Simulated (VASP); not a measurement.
# Al2O3 (Pnnm) in VASP: settings compared, part 2 of 4

VASP 6.6.1.

## Step 3: Single point, RPBE

This run uses another cell than the first one, of 14.18 Å³/atom, 1.086 times its volume.

INCAR

```
  PREC = Accurate
  ENCUT = 520
  EDIFF = 1E-6
  ISMEAR = -1
  SIGMA = 0.05
  LREAL = False
  LASPH = True
  NELM = 60
  ALGO = Normal
  ISIF = 2
  LWAVE = False
  LCHARG = False
  GGA = RP
  NBANDS = 35
```

KPOINTS

```
regular mesh
0
Gamma
  6 3 9
```

POSCAR

```
Al2O3
1.0
    4.7638391874      0.0000000000      0.0000000000
    0.0000000000      9.7598872248      0.0000000000
    0.0000000000      0.0000000000      3.0497384099
Al O
4 6
Direct
    1.0618789700      0.8291011331      0.0000000000
   -0.0618789700      0.1708988669      0.0000000000
    0.5618789700      0.6708988669      0.5000000000
    0.4381210300      0.3291011331      0.5000000000
    0.5000000000      0.5000000000      0.5000000000
    0.2373982382      0.7715800639      0.5000000000
    0.2626017618      0.2715800639      0.0000000000
    0.7373982382      0.7284199361      0.0000000000
    0.0000000000      0.0000000000      0.0000000000
    0.7626017618      0.2284199361      0.5000000000
```

Potentials or basis: VASP PAW PBE potentials, release 64 (Al, O).

Run with:

```
cat potpaw_PBE.64/Al/POTCAR potpaw_PBE.64/O/POTCAR > POTCAR
mpirun -np 1 vasp_std > vasp.out
```

OUTCAR:

```text
PREC = Accurate
   ENCUT = 520
   EDIFF = 1E-6
   ISMEAR = -1
   LREAL = False
   LASPH = True
   NELM = 60
   ISIF = 2
   GGA = RP

 ion  position               nearest neighbor table
   1  0.062  0.829  0.000-   9 1.69   6 1.83   6 1.83   8 1.83   3 3.22   3 3.22   3 3.22   3 3.22

   2  0.938  0.171  0.000-   9 1.69  10 1.83  10 1.83   7 1.83   4 3.22   4 3.22   4 3.22   4 3.22

   3  0.562  0.671  0.500-   5 1.69   8 1.83   8 1.83   6 1.83   1 3.22   1 3.22   1 3.22   1 3.22

   4  0.438  0.329  0.500-   5 1.69   7 1.83   7 1.83  10 1.83   2 3.22   2 3.22   2 3.22   2 3.22

   5  0.500  0.500  0.500-   3 1.69   4 1.69
   6  0.237  0.772  0.500-   1 1.83   1 1.83   3 1.83
   7  0.263  0.272  0.000-   4 1.83   4 1.83   2 1.83
   8  0.737  0.728  0.000-   3 1.83   3 1.83   1 1.83
   9  0.000  0.000  0.000-   1 1.69   2 1.69
  10  0.763  0.228  0.500-   2 1.83   2 1.83   4 1.83

  LATTYP: Found a simple orthorhombic cell.
 ALAT       =     3.0497384099
 B/A-ratio  =     1.5620484603
 C/A-ratio  =     3.2002375001

  Lattice vectors:

 A1 = (   0.0000000000,   0.0000000000,   3.0497384099)
 A2 = (   4.7638391874,   0.0000000000,   0.0000000000)
 A3 = (   0.0000000000,   9.7598872248,   0.0000000000)

Analysis of symmetry for initial positions (statically):
=====================================================================
 Subroutine PRICEL returns:
 Original cell was already a primitive cell.

 Routine SETGRP: Setting up the symmetry group for a
 simple orthorhombic supercell.

 Subroutine GETGRP returns: Found  8 space group operations
 (whereof  4 operations were pure point group operations)
 out of a pool of  8 trial point group operations.

The static configuration has the point symmetry C_2h.
 The point group associated with its full space group is D_2h.

Analysis of symmetry for dynamics (positions and initial velocities):
=====================================================================
 Subroutine PRICEL returns:
 Original cell was already a primitive cell.

 Routine SETGRP: Setting up the symmetry group for a
 simple orthorhombic supercell.

 Subroutine GETGRP returns: Found  8 space group operations
 (whereof  4 operations were pure point group operations)
 out of a pool of  8 trial point group operations.

The dynamic configuration has the point symmetry C_2h.
 The point group associated with its full space group is D_2h.

 Subroutine INISYM returns: Found  8 space group operations
 (whereof  4 operations are pure point group operations),
 and found     1 'primitive' translations

----------------------------------------------------------------------------------------

                                     Primitive cell

  volume of cell :     141.7962

  direct lattice vectors                    reciprocal lattice vectors
     4.763839187  0.000000000  0.000000000     0.209914726  0.000000000  0.000000000
     0.000000000  9.759887225  0.000000000     0.000000000  0.102460200  0.000000000
     0.000000000  0.000000000  3.049738410     0.000000000  0.000000000  0.327896975

[... 59 lines left out ...]
  0.500000  0.000000  0.000000      1.000000
  0.000000  0.333333  0.000000      2.000000
  0.166667  0.333333  0.000000      4.000000
[... 16 lines left out ...]
  0.333333  0.333333  0.222222      8.000000
  0.500000  0.333333  0.222222      4.000000
 [... further k-points ...]
   k-points           NKPTS =     40   k-points in BZ     NKDIM =     40   number of bands    NBANDS=     35
   number of dos      NEDOS =    301   number of ions     NIONS =     10
   total plane-waves  NPLWV =  69120
   dimension x,y,z NGX =    36 NGY =   80 NGZ =   24
   dimension x,y,z NGXF=    72 NGYF=  160 NGZF=   48
   ions per type =               4   6
   NGX,Y,Z   is equivalent  to a cutoff of  12.56, 13.63, 13.08 a.u.
   NGXF,Y,Z  is equivalent  to a cutoff of  25.13, 27.25, 26.17 a.u.
 SYSTEM =  unknown system
   PREC   = accura    normal or accurate (medium, high low for compatibility)
   ISTART =      0    job   : 0-new  1-cont  2-samecut
   ICHARG =      2    charge: 1-file 2-atom 10-const
   ISPIN  =      1    spin polarized calculation?
   LNONCOLLINEAR =      F non collinear calculations
   LSORBIT =      F    spin-orbit coupling
   LASPH  =      T    aspherical Exc in radial PAW
   ENCUT  =  520.0 eV  38.22 Ry    6.18 a.u.   8.86 18.15  5.67*2*pi/ulx,y,z
   NELM   =     60;   NELMIN=  2; NELMDL= -5     # of ELM steps
   EDIFF  = 0.1E-05   stopping-criterion for ELM
   LREAL  =      F    real-space projection
   EDIFFG = 0.1E-04   stopping-criterion for IOM
   NSW    =      0    number of steps for IOM
   IBRION =     -1    ionic relax: 0-MD 1-quasi-New 2-CG
   NFREE  =      0    steps in history (QN), initial steepest desc. (CG)
   ISIF   =      2    stress and relaxation
   ISYM   =      2    0-nonsym 1-usesym 2-fastsym
   POTIM  = 0.5000    time-step for ionic-motion
   TEBEG  =    0.0;   TEEND  =   0.0 temperature during run
   PSTRESS=    0.0 pullay stress
   NELECT =      48.0000    total number of electrons
   NUPDOWN=      -1.0000    fix difference up-down
   EMIN   =  10.00;   EMAX   =-10.00  energy-range for DOS
   EFERMI =   0.00;   METHOD = LEGACY
   ISMEAR =    -1;   SIGMA  =   0.05  broadening in eV -4-tet -1-fermi 0-gaus
   EFERMI_NEDOS =   21; number of points for ismear=-14 and -15
   IALGO  =     38    algorithm
   IMIX   =      4    mixing-type and parameters
     AMIX     =   0.40;   BMIX     =  1.00
     AMIX_MAG =   1.60;   BMIX_MAG =  1.00
  volume/ion in A,a.u.               =      14.18        95.69
  Fermi-wavevector in a.u.,A,eV,Ry     =   1.140951  2.156085 17.711652  1.301770
  Thomas-Fermi vector in A             =   2.277652
   LORBIT       =      0    0 simple, 1 ext, 2 COOP (PROOUT), +10 PAW based schemes
   GGA     = RP    functional components
   LHFCALC =     F    Hartree Fock is set to
   AEXX    =    0.0000 exact exchange contribution
   IVDW    =     0    specifies the selected vdW correction
   LEPSILON=     F    determine dielectric tensor
   LRPA    =     F    only Hartree local field effects (RPA)
 non-spin polarized calculation
  energy-cutoff  :      520.00
  volume of cell :      141.80
 maximum number of plane-waves:      3846
 NGX is ok and might be reduce to    36
   NGX = 17   NGY = 37   NGZ = 11

 number of electron      48.0000000 magnetization

 Free energy of the ion-electron system (eV)
  ---------------------------------------------------
  ext. energy  EPLUGINS =         0.00000000
  ---------------------------------------------------
  free energy    TOTEN  =       -70.88566073 eV

  energy without entropy =      -70.88566073  energy(sigma->0) =      -70.88566073

 E-fermi :   3.1511     XC(G=0):  -8.3290

 val. band max:        1.9530682978   @ k =   0.0000   0.0000   0.0000
 cond. band min:       5.4076574734   @ k =   0.0000   0.0000   0.0000
 fundamental gap:      3.4545891756
 Fermi energy:         3.1511227872

 k-point     1 :       0.0000    0.0000    0.0000
  band No.  band energies     occupation
      1     -17.0710      2.00000
      2     -17.0021      2.00000
      3     -15.9699      2.00000
      4     -15.9540      2.00000
      5     -14.5830      2.00000
      6     -14.4656      2.00000
[... 901 lines left out ...]
     34      12.5420      0.00000
     35      12.6873      0.00000

 [... further k-points ...]

------------------------ aborting loop because EDIFF is reached ----------------------------------------

  FORCE on cell =-STRESS in cart. coord.  units (eV):
  Direction    XX          YY          ZZ          XY          YZ          ZX
  --------------------------------------------------------------------------------------
  -------------------------------------------------------------------------------------
  Total       -0.3507431     -0.3745237     -0.4226046     -0.0000000      0.0000000      0.0000000
  in kB       -3.9631019     -4.2318028     -4.7750765     -0.0000000      0.0000000      0.0000000
  external PRESSURE =      -4.3233271 kB  Pullay stress =       0.0000000 kB

 VOLUME and BASIS-vectors are now :
 -----------------------------------------------------------------------------
  energy-cutoff  :      520.00
  volume of cell :      141.80
      direct lattice vectors                 reciprocal lattice vectors
     4.763839187  0.000000000  0.000000000     0.209914726  0.000000000  0.000000000
     0.000000000  9.759887225  0.000000000     0.000000000  0.102460200  0.000000000
     0.000000000  0.000000000  3.049738410     0.000000000  0.000000000  0.327896975

 POSITION                                       TOTAL-FORCE (eV/Angst)
 -----------------------------------------------------------------------------------
      0.29478      8.09193      0.00000        -0.005885     -0.002312      0.000000
      4.46906      1.66795      0.00000         0.005885      0.002312      0.000000
      2.67670      6.54790      1.52487        -0.005885      0.002312      0.000000
      2.08714      3.21199      1.52487         0.005885     -0.002312     -0.000000
      2.38192      4.87994      1.52487         0.000000     -0.000000      0.000000
      1.13093      7.53053      1.52487         0.000713     -0.001706      0.000000
      1.25099      2.65059      0.00000        -0.000713     -0.001706      0.000000
      3.51285      7.10930      0.00000         0.000713      0.001706      0.000000
      0.00000      0.00000      0.00000         0.000000     -0.000000      0.000000
      3.63291      2.22935      1.52487        -0.000713      0.001706     -0.000000
 -----------------------------------------------------------------------------------
    total drift:                                0.000000      0.000000      0.000000

  FREE ENERGIE OF THE ION-ELECTRON SYSTEM (eV)
  ---------------------------------------------------
  free  energy   TOTEN  =       -70.8856607274 eV

  energy  without entropy=      -70.8856607274  energy(sigma->0) =      -70.88566073
```

It took 4.8 min on 1 thread of AMD EPYC 7R13, shared host; peak memory 0.3 GiB.

Results:

```yaml
Free_energy: -70.8857 eV
Pressure: -0.4 GPa
Largest_force: 0.006 eV/Å
Band_gap_on_the_k_mesh: 3.45 eV, direct
```

Forces in eV/Å, atoms in the order of the input:
```
Al  -0.006 -0.002  0.000
Al   0.006  0.002  0.000
Al  -0.006  0.002  0.000
Al   0.006 -0.002  0.000
O    0.000  0.000  0.000
O    0.001 -0.002  0.000
O   -0.001 -0.002  0.000
O    0.001  0.002  0.000
O    0.000  0.000  0.000
O   -0.001  0.002  0.000
```

Caveat: the PAW data sets were made with another functional, which shifts forces and pressure a little.

(Part 2 of 4 ends here.)
